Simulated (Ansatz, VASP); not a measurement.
# Two plane-wave programs on AlGa3N4

The input POSCAR:

```
AlGa3N4
1.0
    5.2930878080      0.0000000000      0.0000171885
    0.0000000000      3.2583167355      0.0000000000
   -0.0038052100      0.0000000000      5.4769945779
Al Ga N
1 3 4
Direct
    0.0005828853      0.5000000000      0.6672982354
    0.4991712869      0.5000000000      0.3350606988
    0.4992511917      0.0000000000      0.8314570704
    0.9998609984      0.0000000000      0.1661913851
    0.1194130440      0.5000000000      0.3406010344
    0.1173310426      0.0000000000      0.8259310373
    0.6202395499      0.0000000000      0.1661937141
    0.6317500112      0.5000000000      0.6672678245
```

INCAR.step1

```
PREC = Accurate
ENCUT = 520
ISMEAR = 0
SIGMA = 0.05
LREAL = False
LASPH = True
NELM = 80
NBANDS = 41
GGA = PE
ALGO = Normal
EDIFF = 1E-4
LWAVE = True
LCHARG = False
```

The input INCAR.step2:

```
PREC = Accurate
ENCUT = 520
EDIFF = 1E-6
ISMEAR = 0
SIGMA = 0.05
LREAL = False
LASPH = True
NELM = 80
ALGO = Normal
ISIF = 2
LWAVE = False
LCHARG = False
METAGGA = R2SCAN
LMIXTAU = True
NBANDS = 41
ISTART = 1
```

KPOINTS

```
Automatic mesh
0
Gamma
  6 8 4
```

Input for Ansatz:

```yaml
crystal:
  lattice:
    - [5.293087808, 0.0, 1.71885e-05]
    - [0.0, 3.2583167355, 0.0]
    - [-0.00380521, 0.0, 5.4769945779]
  atoms:
    - { symbol: Al, position: [0.0005828853, 0.5, 0.6672982354] }
    - { symbol: Ga, position: [0.4991712869, 0.5, 0.3350606988] }
    - { symbol: Ga, position: [0.4992511917, 0.0, 0.8314570704] }
    - { symbol: Ga, position: [0.9998609984, 0.0, 0.1661913851] }
    - { symbol: "N", position: [0.119413044, 0.5, 0.3406010344] }
    - { symbol: "N", position: [0.1173310426, 0.0, 0.8259310373] }
    - { symbol: "N", position: [0.6202395499, 0.0, 0.1661937141] }
    - { symbol: "N", position: [0.6317500112, 0.5, 0.6672678245] }
basis:
  ecutwfc: 500
kpoints:
  mp_grid: { grid: [6, 8, 4] }
hamiltonian:
  xc: r2scan
scf:
  occupations: { method: gaussian, width: 0.05 }
output:
  forces: true
  stress: true
  eigenvalues: true
```

Change from the starting cell: strain +0.030 along x and y, +0.000 along z, atoms carried along.

Alike in both runs: task single point; functional r2SCAN; k mesh 6 × 8 × 4; occupations gaussian, width 0.05 eV; no spin polarisation.

```csv
,VASP,Ansatz
version,VASP 6.6.1,Ansatz 0.2.0
potentials or method,"VASP PAW PBE potentials, release 64 (Al, Ga_d, N), cutoff 520 eV","scalar-relativistic, plane waves, PAW"
valence electrons in the cell,62,62
```

```csv
,VASP,Ansatz,Ansatz less VASP
gap on the k mesh at the Fermi level (eV),2.38,2.38,0.000
least direct gap on the mesh (eV),2.38,2.38,0.000
pressure (GPa),-9.7,-10.3,-0.61
"traceless stress, the component that is largest in VASP (GPa)",6.02,5.94,-0.087
rms of the force components (eV/Å),0.144,0.135,-0.0090
```

VASP's potentials were made for PBE, not for r2SCAN. Atom by atom the forces differ by 0.028 eV/Å (rms over components). With one functional, cell and mesh, what is left measures potentials, basis and numerics.
